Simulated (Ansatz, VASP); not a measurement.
## One calculation of Na, two programs

```
CELL_PARAMETERS angstrom
3.76700 0.00000 0.00000
-1.88350 3.26232 0.00000
0.00000 0.00000 6.15400
ATOMIC_POSITIONS crystal
Na 0.33333 0.66667 0.25000
Na 0.66667 0.33333 0.75000
```

Alike in both runs: task single point; functional PBE; k mesh 12 × 12 × 6; occupations gaussian, width 0.05 eV; no spin polarisation.

|  | VASP | Ansatz |
| --- | --- | --- |
| version | VASP 6.6.1 | Ansatz 0.2.0 |
| potentials or method | VASP PAW PBE potentials, release 64 (Na_pv), cutoff 520 eV | scalar-relativistic, plane waves, PAW |
| valence electrons in the cell | 14 | 18 |

VASP gave:

| Property | Result |
| --- | --- |
| gap on the k mesh at the Fermi level (eV) | none |
| pressure (GPa) | -0.2 |
| traceless stress, the component that is largest in VASP (GPa) | 0.07 |

Q: What did Ansatz give for the same quantities?

A: gap on the k mesh at the Fermi level (eV): none; pressure (GPa): -0.2; traceless stress, the component that is largest in VASP (GPa): 0.06.

A gap of «none» marks a metal or a gap that the smearing closes. VASP's potentials hold 14 valence electrons a cell and Ansatz's 18, so a difference there can come from the potentials and not from the codes.
